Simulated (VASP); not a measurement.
# AlCo (Pm-3m) in VASP: further runs

AlCo is run at these levels: LDA; tasks: single point, relaxation of cell and atoms.

Program: VASP 6.6.1. These are calculated values, not measurements. Logs are shortened: lines on timing, memory, paths and dates and some standing lists are left out, and cuts for length are marked.

**1. The cell of the first run**

The structure is cubic, space group Pm-3m (No. 221). Conventional cell: a = 2.794 Å, b = 2.794 Å, c = 2.794 Å, α = 90.00°, β = 90.00°, γ = 90.00°. Al (site symmetry m-3m) has 8 Co at 2.42 Å and 6 Al at 2.79 Å within 3.2 Å. Within 3.2 Å of Co (site symmetry m-3m) lie 8 Al at 2.42 Å and 6 Co at 2.79 Å.

**2. Single point, LDA**

INCAR

```
PREC = Accurate
ENCUT = 520
EDIFF = 1E-6
ISMEAR = 0
SIGMA = 0.1
LREAL = False
LASPH = True
NELM = 80
ALGO = Normal
ISIF = 2
LWAVE = False
LCHARG = False
NBANDS = 13
```

KPOINTS

```
Automatic mesh
0
Gamma
  14 14 14
```

POSCAR

```
AlCo
1.0
    2.7937220238      0.0000000000      0.0000000000
    0.0000000000      2.7937220238      0.0000000000
    0.0000000000      0.0000000000      2.7937220238
Al Co
1 1
Direct
    0.0000000000      0.0000000000      0.0000000000
    0.5000000000      0.5000000000      0.5000000000
```

Potentials or basis: VASP PAW LDA potentials, release 64 (Al, Co).

Launch:

```console
> cat potpaw_LDA.64/Al/POTCAR potpaw_LDA.64/Co/POTCAR > POTCAR
> mpirun -np 1 vasp_std > vasp.out
```

OUTCAR:

```text
PREC = Accurate
   ENCUT = 520
   EDIFF = 1E-6
   ISMEAR = 0
   LREAL = False
   LASPH = True
   NELM = 80
   ISIF = 2

 ion  position               nearest neighbor table
   1  0.000  0.000  0.000-   2 2.42   2 2.42   2 2.42   2 2.42   2 2.42   2 2.42   2 2.42   2 2.42

   2  0.500  0.500  0.500-   1 2.42   1 2.42   1 2.42   1 2.42   1 2.42   1 2.42   1 2.42   1 2.42

  LATTYP: Found a simple cubic cell.
 ALAT       =     2.7937220238

  Lattice vectors:

 A1 = (   2.7937220238,   0.0000000000,   0.0000000000)
 A2 = (   0.0000000000,   2.7937220238,   0.0000000000)
 A3 = (   0.0000000000,   0.0000000000,   2.7937220238)

Analysis of symmetry for initial positions (statically):
=====================================================================
 Subroutine PRICEL returns:
 Original cell was already a primitive cell.

 Routine SETGRP: Setting up the symmetry group for a
 simple cubic supercell.

 Subroutine GETGRP returns: Found 48 space group operations
 (whereof 48 operations were pure point group operations)
 out of a pool of 48 trial point group operations.

The static configuration has the point symmetry O_h .

Analysis of symmetry for dynamics (positions and initial velocities):
=====================================================================
 Subroutine PRICEL returns:
 Original cell was already a primitive cell.

 Routine SETGRP: Setting up the symmetry group for a
 simple cubic supercell.

 Subroutine GETGRP returns: Found 48 space group operations
 (whereof 48 operations were pure point group operations)
 out of a pool of 48 trial point group operations.

The dynamic configuration has the point symmetry O_h .

 Subroutine INISYM returns: Found 48 space group operations
 (whereof 48 operations are pure point group operations),
 and found     1 'primitive' translations

----------------------------------------------------------------------------------------

                                     Primitive cell

  volume of cell :      21.8047

  direct lattice vectors                    reciprocal lattice vectors
     2.793722024  0.000000000  0.000000000     0.357945419  0.000000000  0.000000000
     0.000000000  2.793722024  0.000000000     0.000000000  0.357945419  0.000000000
     0.000000000  0.000000000  2.793722024     0.000000000  0.000000000  0.357945419

  length of vectors
     2.793722024  2.793722024  2.793722024     0.357945419  0.357945419  0.357945419

  position of ions in fractional coordinates (direct lattice)
     0.000000000  0.000000000  0.000000000
     0.500000000  0.500000000  0.500000000

  ion indices of the primitive-cell ions
   primitive index   ion index
                 1           1
                 2           2

----------------------------------------------------------------------------------------

 KPOINTS: Automatic mesh

Automatic generation of k-mesh.
 Grid dimensions read from file:
 generate k-points for:   14   14   14

 Generating k-lattice:

  Cartesian coordinates                     Fractional coordinates (reciprocal lattice)
     0.025567530  0.000000000  0.000000000     0.071428571  0.000000000  0.000000000
     0.000000000  0.025567530  0.000000000     0.000000000  0.071428571  0.000000000
     0.000000000  0.000000000  0.025567530     0.000000000  0.000000000  0.071428571

  Length of vectors
     0.025567530  0.025567530  0.025567530

  Shift w.r.t. Gamma in fractional coordinates (k-lattice)
     0.000000000  0.000000000  0.000000000

 Subroutine IBZKPT returns following result:
 ===========================================

 Found    120 irreducible k-points:

 Following reciprocal coordinates:
            Coordinates               Weight
  0.000000  0.000000  0.000000      1.000000
  0.071429  0.000000  0.000000      6.000000
  0.142857  0.000000  0.000000      6.000000
  0.214286  0.000000  0.000000      6.000000
  0.285714  0.000000  0.000000      6.000000
  0.357143  0.000000  0.000000      6.000000
[... 16 lines left out ...]
  0.285714  0.214286  0.000000     24.000000
  0.357143  0.214286  0.000000     24.000000
 [... further k-points ...]
   k-points           NKPTS =    120   k-points in BZ     NKDIM =    120   number of bands    NBANDS=     13
   number of dos      NEDOS =    301   number of ions     NIONS =      2
   total plane-waves  NPLWV =  13824
   dimension x,y,z NGX =    24 NGY =   24 NGZ =   24
   dimension x,y,z NGXF=    48 NGYF=   48 NGZF=   48
   ions per type =               1   1
   NGX,Y,Z   is equivalent  to a cutoff of  14.28, 14.28, 14.28 a.u.
   NGXF,Y,Z  is equivalent  to a cutoff of  28.56, 28.56, 28.56 a.u.
 SYSTEM =  unknown system
   PREC   = accura    normal or accurate (medium, high low for compatibility)
   ISTART =      0    job   : 0-new  1-cont  2-samecut
   ICHARG =      2    charge: 1-file 2-atom 10-const
   ISPIN  =      1    spin polarized calculation?
   LNONCOLLINEAR =      F non collinear calculations
   LSORBIT =      F    spin-orbit coupling
   LASPH  =      T    aspherical Exc in radial PAW
   ENCUT  =  520.0 eV  38.22 Ry    6.18 a.u.   5.19  5.19  5.19*2*pi/ulx,y,z
   NELM   =     80;   NELMIN=  2; NELMDL= -5     # of ELM steps
   EDIFF  = 0.1E-05   stopping-criterion for ELM
   LREAL  =      F    real-space projection
   EDIFFG = 0.1E-04   stopping-criterion for IOM
   NSW    =      0    number of steps for IOM
   IBRION =     -1    ionic relax: 0-MD 1-quasi-New 2-CG
   NFREE  =      0    steps in history (QN), initial steepest desc. (CG)
   ISIF   =      2    stress and relaxation
   ISYM   =      2    0-nonsym 1-usesym 2-fastsym
   POTIM  = 0.5000    time-step for ionic-motion
   TEBEG  =    0.0;   TEEND  =   0.0 temperature during run
   PSTRESS=    0.0 pullay stress
   NELECT =      12.0000    total number of electrons
   NUPDOWN=      -1.0000    fix difference up-down
   EMIN   =  10.00;   EMAX   =-10.00  energy-range for DOS
   EFERMI =   0.00;   METHOD = LEGACY
   ISMEAR =     0;   SIGMA  =   0.10  broadening in eV -4-tet -1-fermi 0-gaus
   EFERMI_NEDOS =   21; number of points for ismear=-14 and -15
   IALGO  =     38    algorithm
   IMIX   =      4    mixing-type and parameters
     AMIX     =   0.40;   BMIX     =  1.00
     AMIX_MAG =   1.60;   BMIX_MAG =  1.00
  volume/ion in A,a.u.               =      10.90        73.57
  Fermi-wavevector in a.u.,A,eV,Ry     =   1.341587  2.535231 24.488510  1.799855
  Thomas-Fermi vector in A             =   2.469808
   LORBIT       =      0    0 simple, 1 ext, 2 COOP (PROOUT), +10 PAW based schemes
   GGA     = CA    functional components
   LHFCALC =     F    Hartree Fock is set to
   AEXX    =    0.0000 exact exchange contribution
   IVDW    =     0    specifies the selected vdW correction
   LEPSILON=     F    determine dielectric tensor
   LRPA    =     F    only Hartree local field effects (RPA)
 non-spin polarized calculation
 Gauss-broadening in eV      SIGMA  =   0.10
  energy-cutoff  :      520.00
  volume of cell :       21.80
 maximum number of plane-waves:       624
 NGX is ok and might be reduce to    24
   NGX = 11   NGY = 11   NGZ = 11

 number of electron      12.0000001 magnetization

 Free energy of the ion-electron system (eV)
  ---------------------------------------------------
  ext. energy  EPLUGINS =         0.00000000
  ---------------------------------------------------
  free energy    TOTEN  =       -13.71201756 eV

  energy without entropy =      -13.70912614  energy(sigma->0) =      -13.71057185

 E-fermi :  11.1258     XC(G=0): -12.8070

 val. band max:       11.1107978794   @ k =   0.5000   0.3571   0.0714
 cond. band min:      11.1932088063   @ k =   0.5000   0.2857   0.0000
 fundamental gap:      0.0824109270
 Fermi energy:        11.1258447092

 k-point     1 :       0.0000    0.0000    0.0000
  band No.  band energies     occupation
      1      -0.2974      2.00000
      2       7.8547      2.00000
      3       7.8547      2.00000
      4      10.2399      2.00000
      5      10.2399      2.00000
      6      10.2399      2.00000
      7      17.3701      0.00000
      8      17.3701      0.00000
      9      17.3701      0.00000
     10      20.1917      0.00000
     11      20.1917      0.00000
     12      27.3002      0.00000
     13      33.3608      0.00000

 k-point     2 :       0.0714    0.0000    0.0000
  band No.  band energies     occupation
      1      -0.1965      2.00000
      2       7.8488      2.00000
      3       7.8835      2.00000
      4      10.1830      2.00000
      5      10.1830      2.00000
      6      10.2461      2.00000
      7      16.4248      0.00000
      8      17.5113      0.00000
      9      17.5113      0.00000
     10      20.1722      0.00000
     11      21.0717      0.00000
     12      27.6105      0.00000
     13      32.2781      0.00000

 k-point     3 :       0.1429    0.0000    0.0000
  band No.  band energies     occupation
      1       0.1043      2.00000
      2       7.8039      2.00000
      3       7.9656      2.00000
      4      10.0306      2.00000
      5      10.0306      2.00000
      6      10.2633      2.00000
      7      14.8483      0.00000
      8      17.9172      0.00000
      9      17.9172      0.00000
     10      20.1148      0.00000
     11      22.4301      0.00000
     12      28.5785      0.00000
     13      30.5361      0.00000
[... 305 lines left out ...]
 k-point    23 :       0.2857    0.2143    0.0000
  band No.  band energies     occupation
      1       2.1120      2.00000
      2       7.5569      2.00000
      3       8.1592      2.00000
      4       9.2009      2.00000
      5       9.6811      2.00000
      6       9.9468      2.00000
      7      12.6346      0.00000
      8      15.2519      0.00000
      9      20.4502      0.00000
     10      20.8040      0.00000
     11      23.9961      0.00000
     12      27.6697      0.00000
     13      28.0657      0.00000

 k-point    24 :       0.3571    0.2143    0.0000
  band No.  band energies     occupation
      1       2.9151      2.00000
      2       6.8571      2.00000
      3       8.3770      2.00000
      4       9.1292      2.00000
      5       9.5187      2.00000
      6       9.9740      2.00000
      7      11.8436      0.00000
      8      15.8795      0.00000
      9      19.8353      0.00000
     10      21.3691      0.00000
     11      23.7918      0.00000
     12      26.1912      0.00000
     13      28.5664      0.00000

 [... further k-points ...]

------------------------ aborting loop because EDIFF is reached ----------------------------------------

  FORCE on cell =-STRESS in cart. coord.  units (eV):
  Direction    XX          YY          ZZ          XY          YZ          ZX
  --------------------------------------------------------------------------------------
  -------------------------------------------------------------------------------------
  Total        0.0481382      0.0481382      0.0481382     -0.0000000     -0.0000000      0.0000000
  in kB        3.5371260      3.5371260      3.5371260     -0.0000000     -0.0000000      0.0000000
  external PRESSURE =       3.5371260 kB  Pullay stress =       0.0000000 kB

 VOLUME and BASIS-vectors are now :
 -----------------------------------------------------------------------------
  energy-cutoff  :      520.00
  volume of cell :       21.80
      direct lattice vectors                 reciprocal lattice vectors
     2.793722024  0.000000000  0.000000000     0.357945419  0.000000000  0.000000000
     0.000000000  2.793722024  0.000000000     0.000000000  0.357945419  0.000000000
     0.000000000  0.000000000  2.793722024     0.000000000  0.000000000  0.357945419

 POSITION                                       TOTAL-FORCE (eV/Angst)
 -----------------------------------------------------------------------------------
      0.00000      0.00000      0.00000         0.000000      0.000000      0.000000
      1.39686      1.39686      1.39686         0.000000      0.000000      0.000000
 -----------------------------------------------------------------------------------
    total drift:                                0.000000     -0.000000     -0.000000

  FREE ENERGIE OF THE ION-ELECTRON SYSTEM (eV)
  ---------------------------------------------------
  free  energy   TOTEN  =       -13.7120175627 eV

  energy  without entropy=      -13.7091261373  energy(sigma->0) =      -13.71057185
```

Run time: 33 s. Hardware: 1 thread of Intel Xeon 8259CL, shared host; peak memory 0.15 GiB.

What came out:

```yaml
Free_energy: -13.7120 eV
Pressure: 0.4 GPa
Band_gap_on_the_k_mesh: zero (band 6 reaches 13.55 eV, above the bottom of band 7 at 10.83 eV)
```

Levels at points of the mesh, in eV from the Fermi level:
```tsv
k point	band 4	band 5	band 6	band 7	band 8	band 9
(0.00, 0.00, 0.00)	-0.89	-0.89	-0.89	6.24	6.24	6.24
(0.50, 0.00, 0.00)	-1.84	-1.84	-0.76	0.17	8.55	10.92
(0.50, 0.50, 0.00)	-2.74	-1.62	-1.62	-0.30	2.59	3.86
(0.50, 0.50, 0.50)	-0.26	-0.26	2.42	2.42	2.42	4.58
```

Spin polarisation is off, so any magnetic state and its effect on volume and gap are missing.

**3. Relaxation of cell and atoms, LDA**

This run uses another cell than the first one, of 11.60 Å³/atom, 1.064 times its volume.

INCAR

```
PREC = Accurate ; ENCUT = 600
EDIFF = 1E-7 ; ISMEAR = 0
SIGMA = 0.1 ; LREAL = F
LASPH = T ; NELM = 60
ALGO = Normal ; ISIF = 3
LWAVE = F ; LCHARG = F
IBRION = 2 ; NSW = 70
EDIFFG = -0.005
```

KPOINTS

```
regular mesh
0
Gamma
  14 14 14
```

POSCAR

```
AlCo
1.0
    2.8519024094      0.0000000000      0.0000000000
    0.0000000000      2.8519024094      0.0000000000
    0.0000000000      0.0000000000      2.8519024094
Al Co
1 1
Direct
    0.0000000000      0.0000000000      0.0000000000
    0.5000000000      0.5000000000      0.5000000000
```

Potentials or basis: VASP PAW LDA potentials, release 64 (Al, Co).

Launch:

```console
> cat potpaw_LDA.64/Al/POTCAR potpaw_LDA.64/Co/POTCAR > POTCAR
> mpirun -np 1 vasp_std > vasp.out
```

Wall time 1.9 min (1 thread of Intel Xeon 8259CL, shared host); peak memory 0.17 GiB.

The run converged. Its results:

```yaml
Free_energy: -13.7125 eV
Relaxed_volume: 10.92 Å³/atom
Relaxed_cell: a = 2.795 Å, b = 2.795 Å, c = 2.795 Å, α = 90.00°, β = 90.00°, γ = 90.00°
Space_group_after_relaxing_to_0.05_Å: Pm-3m (No. 221)
Energy_gained_by_relaxing: 24.8 meV/atom
Ionic_steps: 6
Pressure_after_relaxing: 0.0 GPa
Band_gap_on_the_k_mesh: zero (band 6 reaches 13.53 eV, above the bottom of band 7 at 10.81 eV)
```

The path:
```tsv
step	energy change (eV)	largest force (eV/Å)	pressure (GPa)	volume (Å³)
1	0.0000	0.0000	-11.04	23.20
2	-0.0005	0.0000	13.48	20.61
3	-0.0495	0.0000	-0.10	21.85
4	-0.0495	0.0000	0.12	21.82
5	-0.0495	0.0000	-0.09	21.84
6	-0.0495	0.0000	0.00	21.83
```

Final structure:
```cif
data_structure
_symmetry_space_group_name_H-M 'P 1'
_symmetry_Int_Tables_number 1
_cell_length_a 2.7950
_cell_length_b 2.7950
_cell_length_c 2.7950
_cell_angle_alpha 90.000
_cell_angle_beta 90.000
_cell_angle_gamma 90.000
_cell_volume 21.83
loop_
_atom_site_label
_atom_site_type_symbol
_atom_site_fract_x
_atom_site_fract_y
_atom_site_fract_z
_atom_site_occupancy
Al1 Al 0.00000 0.00000 0.00000 1
Co1 Co 0.50000 0.50000 0.50000 1
```

Levels at points of the mesh, in eV from the Fermi level:
```tsv
k point	band 2	band 3	band 4	band 5	band 6	band 7	band 8	band 9	band 10
(0.00, 0.00, 0.00)	-3.26	-3.26	-0.88	-0.88	-0.88	6.24	6.24	6.24	9.06
(0.50, 0.00, 0.00)	-6.89	-2.63	-1.83	-1.83	-0.76	0.17	8.55	10.91	10.91
(0.50, 0.50, 0.00)	-3.32	-2.74	-2.74	-1.62	-1.62	-0.30	2.59	3.85	13.29
(0.50, 0.50, 0.50)	-4.19	-4.19	-0.26	-0.26	2.43	2.43	2.43	4.57	5.72
```
